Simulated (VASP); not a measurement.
# InPd (Amm2) in VASP: single point with PBE

Aim: the single point of InPd with PBE.

Everything below comes from runs of VASP 6.6.1. Logs are shortened: lines on timing, memory, paths and dates and some standing lists are left out, and cuts for length are marked.

## 1. The cell of the first run

The structure is orthorhombic, space group Amm2 (No. 38). The conventional cell has a = 3.272 Å, b = 4.627 Å, c = 4.627 Å, α = 90.00°, β = 90.00°, γ = 90.00°. In (site symmetry mm2) has 8 Pd at 2.48 to 3.21 Å and 6 In at 3.27 Å within 3.3 Å. Pd (site symmetry mm2) has 8 In at 2.48 to 3.21 Å and 6 Pd at 3.27 Å within 3.3 Å.

## 2. Single point, PBE (atom 2 (Pd) moved by (-0.450, +0.000) A along [1 1 0] and z)

Contents of INCAR:

```
SYSTEM = InPd
PREC = Accurate
ENCUT = 520
EDIFF = 1E-6
ISMEAR = 0
SIGMA = 0.15
LREAL = .FALSE.
LASPH = .TRUE.
NELM = 100
ALGO = Normal
ISIF = 2
LWAVE = .FALSE.
LCHARG = .FALSE.
GGA = PE
NBANDS = 18
```

Contents of KPOINTS:

```
regular mesh
0
G
  14 14 14
  0 0 0
```

Contents of POSCAR:

```
InPd
1.0
    3.2718847800      0.0000000000      0.0000000000
    0.0000000000      3.2718847800      0.0000000000
    0.0000000000      0.0000000000      3.2718847800
In Pd
1 1
Direct
    0.0000000000      0.0000000000      0.0000000000
    0.4027477821      0.4027477821      0.5000000000
```

Potentials or basis: VASP PAW PBE potentials, release 64 (In_d, Pd).

Started as:

```sh
cat potpaw_PBE.64/In_d/POTCAR potpaw_PBE.64/Pd/POTCAR > POTCAR
mpirun -np 1 vasp_std > vasp.out
```

OUTCAR:

```text
SYSTEM = InPd
   PREC = Accurate
   ENCUT = 520
   EDIFF = 1E-6
   ISMEAR = 0
   LREAL = .FALSE.
   LASPH = .TRUE.
   NELM = 100
   ISIF = 2
   GGA = PE

 ion  position               nearest neighbor table
   1  0.000  0.000  0.000-   2 2.48   2 2.48   2 2.87   2 2.87   2 2.87   2 2.87   2 3.21   2 3.21

   2  0.403  0.403  0.500-   1 2.48   1 2.48   1 2.87   1 2.87   1 2.87   1 2.87   1 3.21   1 3.21

  LATTYP: Found a simple cubic cell.
 ALAT       =     3.2718847800

  Lattice vectors:

 A1 = (   3.2718847800,   0.0000000000,   0.0000000000)
 A2 = (   0.0000000000,   3.2718847800,   0.0000000000)
 A3 = (   0.0000000000,   0.0000000000,   3.2718847800)

Analysis of symmetry for initial positions (statically):
=====================================================================
 Subroutine PRICEL returns:
 Original cell was already a primitive cell.

 Routine SETGRP: Setting up the symmetry group for a
 simple cubic supercell.

 Subroutine GETGRP returns: Found  4 space group operations
 (whereof  4 operations were pure point group operations)
 out of a pool of 48 trial point group operations.

The static configuration has the point symmetry C_2v.

Analysis of symmetry for dynamics (positions and initial velocities):
=====================================================================
 Subroutine PRICEL returns:
 Original cell was already a primitive cell.

 Routine SETGRP: Setting up the symmetry group for a
 simple cubic supercell.

 Subroutine GETGRP returns: Found  4 space group operations
 (whereof  4 operations were pure point group operations)
 out of a pool of 48 trial point group operations.

The dynamic configuration has the point symmetry C_2v.

 Subroutine INISYM returns: Found  4 space group operations
 (whereof  4 operations are pure point group operations),
 and found     1 'primitive' translations

----------------------------------------------------------------------------------------

                                     Primitive cell

  volume of cell :      35.0263

  direct lattice vectors                    reciprocal lattice vectors
     3.271884780  0.000000000  0.000000000     0.305634234  0.000000000  0.000000000
     0.000000000  3.271884780  0.000000000     0.000000000  0.305634234  0.000000000
     0.000000000  0.000000000  3.271884780     0.000000000  0.000000000  0.305634234

  length of vectors
     3.271884780  3.271884780  3.271884780     0.305634234  0.305634234  0.305634234
[... 73 lines left out ...]
   ISTART =      0    job   : 0-new  1-cont  2-samecut
   ICHARG =      2    charge: 1-file 2-atom 10-const
   ISPIN  =      1    spin polarized calculation?
   LNONCOLLINEAR =      F non collinear calculations
   LSORBIT =      F    spin-orbit coupling
   LASPH  =      T    aspherical Exc in radial PAW
   ENCUT  =  520.0 eV  38.22 Ry    6.18 a.u.   6.08  6.08  6.08*2*pi/ulx,y,z
   NELM   =    100;   NELMIN=  2; NELMDL= -5     # of ELM steps
   EDIFF  = 0.1E-05   stopping-criterion for ELM
   LREAL  =      F    real-space projection
   EDIFFG = 0.1E-04   stopping-criterion for IOM
   NSW    =      0    number of steps for IOM
   IBRION =     -1    ionic relax: 0-MD 1-quasi-New 2-CG
   NFREE  =      0    steps in history (QN), initial steepest desc. (CG)
   ISIF   =      2    stress and relaxation
   ISYM   =      2    0-nonsym 1-usesym 2-fastsym
   POTIM  = 0.5000    time-step for ionic-motion
   TEBEG  =    0.0;   TEEND  =   0.0 temperature during run
   PSTRESS=    0.0 pullay stress
   NELECT =      23.0000    total number of electrons
   NUPDOWN=      -1.0000    fix difference up-down
   EMIN   =  10.00;   EMAX   =-10.00  energy-range for DOS
   EFERMI =   0.00;   METHOD = LEGACY
   ISMEAR =     0;   SIGMA  =   0.15  broadening in eV -4-tet -1-fermi 0-gaus
   EFERMI_NEDOS =   21; number of points for ismear=-14 and -15
   IALGO  =     38    algorithm
   IMIX   =      4    mixing-type and parameters
     AMIX     =   0.40;   BMIX     =  1.00
     AMIX_MAG =   1.60;   BMIX_MAG =  1.00
  volume/ion in A,a.u.               =      17.51       118.18
  Fermi-wavevector in a.u.,A,eV,Ry     =   1.422938  2.688964 27.548447  2.024754
  Thomas-Fermi vector in A             =   2.543589
   LORBIT       =      0    0 simple, 1 ext, 2 COOP (PROOUT), +10 PAW based schemes
   GGA     = PE    functional components
   LHFCALC =     F    Hartree Fock is set to
   AEXX    =    0.0000 exact exchange contribution
   IVDW    =     0    specifies the selected vdW correction
   LEPSILON=     F    determine dielectric tensor
   LRPA    =     F    only Hartree local field effects (RPA)
 non-spin polarized calculation
 Gauss-broadening in eV      SIGMA  =   0.15
  energy-cutoff  :      520.00
  volume of cell :       35.03
 maximum number of plane-waves:       968
   NGX = 13   NGY = 13   NGZ = 13

 number of electron      22.9999990 magnetization

 Free energy of the ion-electron system (eV)
  ---------------------------------------------------
  ext. energy  EPLUGINS =         0.00000000
  ---------------------------------------------------
  free energy    TOTEN  =        -8.20575539 eV

  energy without entropy =       -8.19817746  energy(sigma->0) =       -8.20196643

 E-fermi :  10.5548     XC(G=0): -12.1810

 val. band max:       10.5419459010   @ k =   0.5000   0.4286   0.2857
 cond. band min:      10.5910108742   @ k =   0.3571   0.2143   0.4286
 fundamental gap:      0.0490649731
 Fermi energy:        10.5547885780

 k-point     1 :       0.0000    0.0000    0.0000
  band No.  band energies     occupation
      1      -4.5023      2.00000
      2      -4.4848      2.00000
      3      -4.1710      2.00000
      4      -4.0701      2.00000
      5      -4.0278      2.00000
      6       0.4355      2.00000
[... 481 lines left out ...]
      5      -4.0537      2.00000
      6       1.2287      2.00000
[... 10 lines left out ...]
     17      24.2192      0.00000
     18      25.1797      0.00000

 [... further k-points ...]
[... 5 lines left out ...]
  --------------------------------------------------------------------------------------
  -------------------------------------------------------------------------------------
  Total        2.6954485      2.6954485      4.1539906      2.1925050      0.0000000      0.0000000
  in kB      123.2956116    123.2956116    190.0124616    100.2898914      0.0000000      0.0000000
  external PRESSURE =     145.5345616 kB  Pullay stress =       0.0000000 kB

 VOLUME and BASIS-vectors are now :
 -----------------------------------------------------------------------------
  energy-cutoff  :      520.00
  volume of cell :       35.03
      direct lattice vectors                 reciprocal lattice vectors
     3.271884780  0.000000000  0.000000000     0.305634234  0.000000000  0.000000000
     0.000000000  3.271884780  0.000000000     0.000000000  0.305634234  0.000000000
     0.000000000  0.000000000  3.271884780     0.000000000  0.000000000  0.305634234

 POSITION                                       TOTAL-FORCE (eV/Angst)
 -----------------------------------------------------------------------------------
      0.00000      0.00000      0.00000        -2.008909     -2.008909      0.000000
      1.31774      1.31774      1.63594         2.008909      2.008909      0.000000
 -----------------------------------------------------------------------------------
    total drift:                                0.000206      0.000206      0.000003

  FREE ENERGIE OF THE ION-ELECTRON SYSTEM (eV)
  ---------------------------------------------------
  free  energy   TOTEN  =        -8.2057553879 eV

  energy  without entropy=       -8.1981774641  energy(sigma->0) =       -8.20196643
```

OSZICAR:

```text
N       E                     dE             d eps       ncg     rms          rms(c)
DAV:   1     0.170422279777E+03    0.17042E+03   -0.11212E+04 16702   0.167E+03
DAV:   2     0.839217655376E+00   -0.16958E+03   -0.16284E+03 16654   0.368E+02
DAV:   3    -0.823917432913E+01   -0.90784E+01   -0.90029E+01 18878   0.906E+01
DAV:   4    -0.843760662793E+01   -0.19843E+00   -0.19830E+00 19458   0.120E+01
DAV:   5    -0.844718284482E+01   -0.95762E-02   -0.95756E-02 22054   0.255E+00    0.720E+00
DAV:   6    -0.825582150317E+01    0.19136E+00   -0.29849E-01 19760   0.770E+00    0.355E+00
DAV:   7    -0.821123341689E+01    0.44588E-01   -0.85766E-02 24936   0.481E+00    0.126E+00
DAV:   8    -0.820662304503E+01    0.46104E-02   -0.15095E-02 17444   0.113E+00    0.458E-01
DAV:   9    -0.820575901567E+01    0.86403E-03   -0.20485E-03 21400   0.632E-01    0.882E-02
DAV:  10    -0.820575615560E+01    0.28601E-05   -0.88404E-05 22198   0.144E-01    0.295E-02
DAV:  11    -0.820575538795E+01    0.76765E-06   -0.83967E-06 17328   0.228E-02
   1 F= -.82057554E+01 E0= -.82019664E+01  d E =-.757792E-02
```

stdout:

```text
POSCAR found type information on POSCAR InPd
 POSCAR found :  2 types and       2 ions
 scaLAPACK will be used
 LDA part: xc-table for (Slater+PW92), standard interpolation
 POSCAR, INCAR and KPOINTS ok, starting setup
 FFT: planning ... GRIDC
 FFT: planning ... GRID_SOFT
 FFT: planning ... GRID
 WAVECAR not read
 entering main loop
```

Run time: 79 s. Hardware: 1 thread of Intel Xeon Platinum 8124M at 3.00GHz (Skylake/Cascade Lake), shared host; peak memory 0.39 GiB.

Results:

- Free energy: -8.2058 eV
- Pressure: 14.6 GPa
- Largest force: 2.841 eV/Å

Forces on the atoms (eV/Å):
```
In  -2.009 -2.009  0.000
Pd   2.009  2.009  0.000
```

Caveat: the cell differs from its parent crystal (atom 2 (Pd) moved by (-0.450, +0.000) A along [1 1 0] and z); spin-orbit coupling is left out, which moves the levels of the heavy elements; forces of over 1 eV/Å act on the atoms, so gaps and moduli don't describe the material at rest.
